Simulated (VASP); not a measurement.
# Ru (Im-3m) in VASP: further runs

Runs on Ru. Level: PBE. Tasks: single point.

Everything below comes from runs of VASP 6.6.1. Logs are shortened: lines on timing, memory, paths and dates and some standing lists are left out, and cuts for length are marked.

### Step 1. The cell of the first run

It takes space group Im-3m (No. 229, cubic). The conventional cell has a = 3.055 Å, b = 3.055 Å, c = 3.055 Å, α = 90.00°, β = 90.00°, γ = 90.00°. Within 3.5 Å of Ru (site symmetry m-3m) lie 14 Ru at 2.65 to 3.05 Å.

### Step 2. Single point, PBE

Input file INCAR:

```
PREC = Accurate
ENCUT = 520
EDIFF = 1E-6
ISMEAR = -1
SIGMA = 0.1
LREAL = False
LASPH = True
NELM = 100
ALGO = Normal
ISIF = 2
LWAVE = False
LCHARG = True
GGA = PE
LELF = True
LVHAR = True
NBANDS = 13
```

Input file KPOINTS:

```
Automatic mesh
0
Gamma
  16 16 16
```

Input file POSCAR:

```
Ru
1.0
   -1.5274112636      1.5274112636      1.5274112636
    1.5274112636     -1.5274112636      1.5274112636
    1.5274112636      1.5274112636     -1.5274112636
Ru
1
Direct
    0.0000000000      0.0000000000      0.0000000000
```

Potentials or basis: VASP PAW PBE potentials, release 64 (Ru_pv).

Launch:

```sh
$ cat potpaw_PBE.64/Ru_pv/POTCAR > POTCAR
$ mpirun -np 1 vasp_std > vasp.out
```

OUTCAR:

```text
PREC = Accurate
   ENCUT = 520
   EDIFF = 1E-6
   ISMEAR = -1
   LREAL = False
   LASPH = True
   NELM = 100
   ISIF = 2
   GGA = PE

 ion  position               nearest neighbor table
   1  0.000  0.000  0.000-

  LATTYP: Found a body centered cubic cell.
 ALAT       =     3.0548225272

  Lattice vectors:

 A1 = (  -1.5274112636,   1.5274112636,   1.5274112636)
 A2 = (   1.5274112636,  -1.5274112636,   1.5274112636)
 A3 = (   1.5274112636,   1.5274112636,  -1.5274112636)

Analysis of symmetry for initial positions (statically):
=====================================================================
 Subroutine PRICEL returns:
 Original cell was already a primitive cell.

 Routine SETGRP: Setting up the symmetry group for a
 body centered cubic supercell.

 Subroutine GETGRP returns: Found 48 space group operations
 (whereof 48 operations were pure point group operations)
 out of a pool of 48 trial point group operations.

The static configuration has the point symmetry O_h .

Analysis of symmetry for dynamics (positions and initial velocities):
=====================================================================
 Subroutine PRICEL returns:
 Original cell was already a primitive cell.

 Routine SETGRP: Setting up the symmetry group for a
 body centered cubic supercell.

 Subroutine GETGRP returns: Found 48 space group operations
 (whereof 48 operations were pure point group operations)
 out of a pool of 48 trial point group operations.

The dynamic configuration has the point symmetry O_h .

 Subroutine INISYM returns: Found 48 space group operations
 (whereof 48 operations are pure point group operations),
 and found     1 'primitive' translations

----------------------------------------------------------------------------------------

                                     Primitive cell

  volume of cell :      14.2537

  direct lattice vectors                    reciprocal lattice vectors
    -1.527411264  1.527411264  1.527411264     0.000000000  0.327351259  0.327351259
     1.527411264 -1.527411264  1.527411264     0.327351259  0.000000000  0.327351259
     1.527411264  1.527411264 -1.527411264     0.327351259  0.327351259  0.000000000

  length of vectors
     2.645553913  2.645553913  2.645553913     0.462944590  0.462944590  0.462944590

  position of ions in fractional coordinates (direct lattice)
     0.000000000  0.000000000  0.000000000

  ion indices of the primitive-cell ions
   primitive index   ion index
                 1           1

----------------------------------------------------------------------------------------

 KPOINTS: Automatic mesh

Automatic generation of k-mesh.
 Grid dimensions read from file:
 generate k-points for:   16   16   16

 Generating k-lattice:

  Cartesian coordinates                     Fractional coordinates (reciprocal lattice)
     0.000000000  0.020459454  0.020459454     0.062500000  0.000000000  0.000000000
     0.020459454  0.000000000  0.020459454     0.000000000  0.062500000  0.000000000
     0.020459454  0.020459454  0.000000000     0.000000000  0.000000000  0.062500000

  Length of vectors
     0.028934037  0.028934037  0.028934037

  Shift w.r.t. Gamma in fractional coordinates (k-lattice)
     0.000000000  0.000000000  0.000000000

 Subroutine IBZKPT returns following result:
 ===========================================

 Found    145 irreducible k-points:

 Following reciprocal coordinates:
            Coordinates               Weight
  0.000000  0.000000  0.000000      1.000000
  0.062500  0.000000  0.000000     12.000000
  0.125000  0.000000  0.000000     12.000000
  0.187500  0.000000  0.000000     12.000000
  0.250000  0.000000  0.000000     12.000000
  0.312500  0.000000  0.000000     12.000000
[... 16 lines left out ...]
  0.187500  0.187500  0.000000     24.000000
  0.250000  0.187500 -0.000000     48.000000
 [... further k-points ...]
   k-points           NKPTS =    145   k-points in BZ     NKDIM =    145   number of bands    NBANDS=     13
   number of dos      NEDOS =    301   number of ions     NIONS =      1
   total plane-waves  NPLWV =   8000
   dimension x,y,z NGX =    20 NGY =   20 NGZ =   20
   dimension x,y,z NGXF=    40 NGYF=   40 NGZF=   40
   ions per type =               1
   NGX,Y,Z   is equivalent  to a cutoff of  12.57, 12.57, 12.57 a.u.
   NGXF,Y,Z  is equivalent  to a cutoff of  25.14, 25.14, 25.14 a.u.
 SYSTEM =  unknown system
   PREC   = accura    normal or accurate (medium, high low for compatibility)
   ISTART =      0    job   : 0-new  1-cont  2-samecut
   ICHARG =      2    charge: 1-file 2-atom 10-const
   ISPIN  =      1    spin polarized calculation?
   LNONCOLLINEAR =      F non collinear calculations
   LSORBIT =      F    spin-orbit coupling
   LASPH  =      T    aspherical Exc in radial PAW
   ENCUT  =  520.0 eV  38.22 Ry    6.18 a.u.   4.92  4.92  4.92*2*pi/ulx,y,z
   NELM   =    100;   NELMIN=  2; NELMDL= -5     # of ELM steps
   EDIFF  = 0.1E-05   stopping-criterion for ELM
   LREAL  =      F    real-space projection
   EDIFFG = 0.1E-04   stopping-criterion for IOM
   NSW    =      0    number of steps for IOM
   IBRION =     -1    ionic relax: 0-MD 1-quasi-New 2-CG
   NFREE  =      0    steps in history (QN), initial steepest desc. (CG)
   ISIF   =      2    stress and relaxation
   ISYM   =      2    0-nonsym 1-usesym 2-fastsym
   POTIM  = 0.5000    time-step for ionic-motion
   TEBEG  =    0.0;   TEEND  =   0.0 temperature during run
   PSTRESS=    0.0 pullay stress
   NELECT =      14.0000    total number of electrons
   NUPDOWN=      -1.0000    fix difference up-down
   EMIN   =  10.00;   EMAX   =-10.00  energy-range for DOS
   EFERMI =   0.00;   METHOD = LEGACY
   ISMEAR =    -1;   SIGMA  =   0.10  broadening in eV -4-tet -1-fermi 0-gaus
   EFERMI_NEDOS =   21; number of points for ismear=-14 and -15
   IALGO  =     38    algorithm
   IMIX   =      4    mixing-type and parameters
     AMIX     =   0.40;   BMIX     =  1.00
     AMIX_MAG =   1.60;   BMIX_MAG =  1.00
  volume/ion in A,a.u.               =      14.25        96.19
  Fermi-wavevector in a.u.,A,eV,Ry     =   1.627327  3.075202 36.030860  2.648193
  Thomas-Fermi vector in A             =   2.720140
   LORBIT       =      0    0 simple, 1 ext, 2 COOP (PROOUT), +10 PAW based schemes
   GGA     = PE    functional components
   LHFCALC =     F    Hartree Fock is set to
   AEXX    =    0.0000 exact exchange contribution
   IVDW    =     0    specifies the selected vdW correction
   LEPSILON=     F    determine dielectric tensor
   LRPA    =     F    only Hartree local field effects (RPA)
 non-spin polarized calculation
  energy-cutoff  :      520.00
  volume of cell :       14.25
 maximum number of plane-waves:       402
   NGX =  9   NGY =  9   NGZ =  9

 number of electron      14.0000005 magnetization

 Free energy of the ion-electron system (eV)
  ---------------------------------------------------
  ext. energy  EPLUGINS =         0.00000000
  ---------------------------------------------------
  free energy    TOTEN  =        -8.64012353 eV

  energy without entropy =       -8.57234198  energy(sigma->0) =       -8.60623275

 E-fermi :  12.1336     XC(G=0): -13.8081

 val. band max:       12.1327974530   @ k =   0.1250   0.0625   0.0000
 cond. band min:      12.1358265632   @ k =   0.3125   0.1875   0.0625
 fundamental gap:      0.0030291102
 Fermi energy:        12.1335874068

 k-point     1 :       0.0000    0.0000    0.0000
  band No.  band energies     occupation
      1     -30.4247      2.00000
      2     -30.4247      2.00000
      3     -30.4247      2.00000
      4       4.2744      2.00000
      5       9.4052      2.00000
      6       9.4052      2.00000
      7       9.4052      2.00000
      8      12.0433      1.42292
      9      12.0433      1.42292
     10      22.7013      0.00000
     11      29.2587      0.00000
     12      29.2587      0.00000
     13      29.2587      0.00000

 k-point     2 :       0.0625    0.0000    0.0000
  band No.  band energies     occupation
      1     -30.4614      2.00000
      2     -30.4365      2.00000
      3     -30.4248      2.00000
      4       4.4427      2.00000
      5       9.3287      2.00000
      6       9.4005      2.00000
      7       9.5483      2.00000
      8      11.9430      1.74119
      9      12.0480      1.40342
     10      22.7013      0.00000
     11      29.3474      0.00000
     12      29.4285      0.00000
     13      29.5184      0.00000

 k-point     3 :       0.1250    0.0000    0.0000
  band No.  band energies     occupation
      1     -30.5653      2.00000
      2     -30.4701      2.00000
      3     -30.4250      2.00000
      4       4.9188      2.00000
      5       9.1173      2.00000
      6       9.3731      2.00000
      7       9.9691      2.00000
      8      11.7268      1.96636
      9      12.0661      1.32507
     10      22.7013      0.00000
     11      29.4891      0.00000
     12      29.7208      0.00000
     13      30.2718      0.00000
[... 305 lines left out ...]
 k-point    23 :       0.1875    0.1875    0.0000
  band No.  band energies     occupation
      1     -31.0528      2.00000
      2     -30.6470      2.00000
      3     -30.4907      2.00000
      4       7.0673      2.00000
      5       8.4281      2.00000
      6       8.8737      2.00000
      7      11.4060      1.99862
      8      12.4876      0.05639
      9      13.5470      0.00000
     10      22.7010      0.00000
     11      27.0297      0.00000
     12      27.7176      0.00000
     13      31.7421      0.00000

 k-point    24 :       0.2500    0.1875   -0.0000
  band No.  band energies     occupation
      1     -31.1458      2.00000
      2     -30.7243      2.00000
      3     -30.5027      2.00000
      4       7.1613      2.00000
      5       8.2069      2.00000
      6       9.3247      2.00000
      7      11.5770      1.99238
      8      12.6100      0.01692
      9      14.9549      0.00000
     10      22.7006      0.00000
     11      25.2978      0.00000
     12      26.6622      0.00000
     13      30.4119      0.00000

 [... further k-points ...]

------------------------ aborting loop because EDIFF is reached ----------------------------------------

  FORCE on cell =-STRESS in cart. coord.  units (eV):
  Direction    XX          YY          ZZ          XY          YZ          ZX
  --------------------------------------------------------------------------------------
  -------------------------------------------------------------------------------------
  Total       -0.0010099     -0.0010099     -0.0010099      0.0000000      0.0000000      0.0000000
  in kB       -0.1135162     -0.1135162     -0.1135162      0.0000000      0.0000000      0.0000000
  external PRESSURE =      -0.1135162 kB  Pullay stress =       0.0000000 kB

 VOLUME and BASIS-vectors are now :
 -----------------------------------------------------------------------------
  energy-cutoff  :      520.00
  volume of cell :       14.25
      direct lattice vectors                 reciprocal lattice vectors
    -1.527411264  1.527411264  1.527411264     0.000000000  0.327351259  0.327351259
     1.527411264 -1.527411264  1.527411264     0.327351259  0.000000000  0.327351259
     1.527411264  1.527411264 -1.527411264     0.327351259  0.327351259  0.000000000

 POSITION                                       TOTAL-FORCE (eV/Angst)
 -----------------------------------------------------------------------------------
      0.00000      0.00000      0.00000        -0.000000      0.000000     -0.000000
 -----------------------------------------------------------------------------------
    total drift:                                0.000000     -0.000000      0.000000

  FREE ENERGIE OF THE ION-ELECTRON SYSTEM (eV)
  ---------------------------------------------------
  free  energy   TOTEN  =        -8.6401235297 eV

  energy  without entropy=       -8.5723419772  energy(sigma->0) =       -8.60623275
```

Wall time 28 s (1 thread of Intel Xeon 8259CL, shared host); peak memory 0.14 GiB.

Results:

| Quantity | Value |
| --- | --- |
| Free energy | -8.6401 eV |
| Pressure | 0.0 GPa |
| Band gap on the k mesh | zero (band 7 reaches 13.88 eV, above the bottom of band 8 at 10.50 eV) |

Levels at points of the mesh, in eV from the Fermi level:
| k point | band 5 | band 6 | band 7 | band 8 | band 9 | band 10 |
| --- | --- | --- | --- | --- | --- | --- |
| (0.00, 0.00, 0.00) | -2.73 | -2.73 | -2.73 | -0.09 | -0.09 | 10.57 |
| (0.50, 0.00, 0.00) | -4.43 | -0.12 | 0.35 | 1.17 | 2.34 | 9.96 |
| (0.50, 0.50, 0.50) | -6.07 | 1.75 | 1.75 | 1.75 | 9.21 | 9.21 |

### Step 3. Single point, PBE (volume scaled by 1.04)

Input file INCAR:

```
SYSTEM = Ru
ALGO     = Normal         ! electronic algorithm
EDIFF    = 1E-6           ! SCF threshold, eV
ENCUT    = 520            ! plane-wave cutoff, eV
GGA      = PE             ! functional
ISIF     = 2              ! what is computed and relaxed
ISMEAR   = -1             ! smearing method
LASPH    = .True.         ! aspherical terms in the spheres
LCHARG   = .True.         ! write CHGCAR
LELF     = .True.         ! ELF
LREAL    = .False.        ! projectors in reciprocal space
LVHAR    = .True.       
LWAVE    = .False.        ! write WAVECAR
NBANDS   = 13             ! bands
NELM     = 100            ! most SCF steps
PREC     = Accurate       ! precision mode
SIGMA    = 0.1            ! smearing width, eV
```

Input file KPOINTS:

```
k-points
0
Gamma
  16 16 16
  0 0 0
```

Input file POSCAR:

```
Ru
1.0
   -1.5475110852      1.5475110852      1.5475110852
    1.5475110852     -1.5475110852      1.5475110852
    1.5475110852      1.5475110852     -1.5475110852
Ru
1
Direct
    0.0000000000      0.0000000000      0.0000000000
```

Potentials or basis: VASP PAW PBE potentials, release 64 (Ru_pv).

Launch:

```sh
$ cat potpaw_PBE.64/Ru_pv/POTCAR > POTCAR
$ mpirun -np 1 vasp_std > vasp.out
```

It took 30 s on 1 thread of Intel Xeon 8259CL, shared host; peak memory 0.14 GiB.

Results (log left out):

```
Free energy            : -8.6221 eV
Pressure               : -9.9 GPa
Band gap on the k mesh : zero (band 7 reaches 13.09 eV, above the bottom of band 8 at 9.94 eV)
```

Levels at points of the mesh, in eV from the Fermi level:
| k point | band 4 | band 5 | band 6 | band 7 | band 8 | band 9 | band 10 | band 11 |
| --- | --- | --- | --- | --- | --- | --- | --- | --- |
| (0.00, 0.00, 0.00) | -7.61 | -2.58 | -2.58 | -2.58 | -0.08 | -0.08 | 10.63 | 17.08 |
| (0.50, 0.00, 0.00) | -5.70 | -4.18 | -0.11 | 0.32 | 1.15 | 2.19 | 9.49 | 10.63 |
| (0.50, 0.50, 0.50) | -5.72 | -5.72 | 1.64 | 1.64 | 1.64 | 8.99 | 8.99 | 8.99 |

### Step 4. Single point, PBE (volume scaled by 1.08)

Input file INCAR:

```
ALGO = Normal ; EDIFF = 1E-7
ENCUT = 520 ; GGA = PE
ISIF = 2 ; ISMEAR = -1
LASPH = True ; LCHARG = False
LREAL = False ; LWAVE = False
NBANDS = 13 ; NELM = 60
PREC = Accurate ; SIGMA = 0.1
```

Input file KPOINTS:

```
k-points
0
Gamma
  16 16 16
```

Input file POSCAR:

```
Ru
1.0
   -1.5671019129      1.5671019129      1.5671019129
    1.5671019129     -1.5671019129      1.5671019129
    1.5671019129      1.5671019129     -1.5671019129
Ru
1
Direct
    0.0000000000      0.0000000000      0.0000000000
```

Launch:

```sh
$ cat potpaw_PBE.64/Ru_pv/POTCAR > POTCAR
$ mpirun -np 1 vasp_std > vasp.out
```

It took 30 s on 1 thread of Intel Xeon 8259CL, shared host; peak memory 0.14 GiB.

Results (log left out):

| Property | Result |
| --- | --- |
| Free energy | -8.5728 eV |
| Pressure | -17.7 GPa |
| Band gap on the k mesh | zero (band 7 reaches 12.37 eV, above the bottom of band 8 at 9.41 eV) |

Levels at points of the mesh, in eV from the Fermi level:
| k point | band 4 | band 5 | band 6 | band 7 | band 8 | band 9 | band 10 | band 11 |
| --- | --- | --- | --- | --- | --- | --- | --- | --- |
| (0.00, 0.00, 0.00) | -7.38 | -2.44 | -2.44 | -2.44 | -0.07 | -0.07 | 10.69 | 17.03 |
| (0.50, 0.00, 0.00) | -5.42 | -3.95 | -0.11 | 0.30 | 1.14 | 2.06 | 9.06 | 10.69 |
| (0.50, 0.50, 0.50) | -5.40 | -5.40 | 1.54 | 1.54 | 1.54 | 8.79 | 8.79 | 8.79 |

### Step 5. Summary

```csv
cell,gap on the mesh (eV),pressure (GPa)
"a = 2.646 Å, angles 109.5°, 1 atom",none,0.0
"a = 2.680 Å, angles 109.5°, 1 atom",none,-9.9
"a = 2.714 Å, angles 109.5°, 1 atom",none,-17.7
```

Alike in all rows: task single point; level PBE; potentials or basis VASP PAW PBE potentials, release 64 (Ru_pv); no spin polarisation; k mesh 16 × 16 × 16; cutoff (eV) 520; smearing fermi-dirac 0.1 eV.

Absolute energies hang on the potentials; compare differences alone.
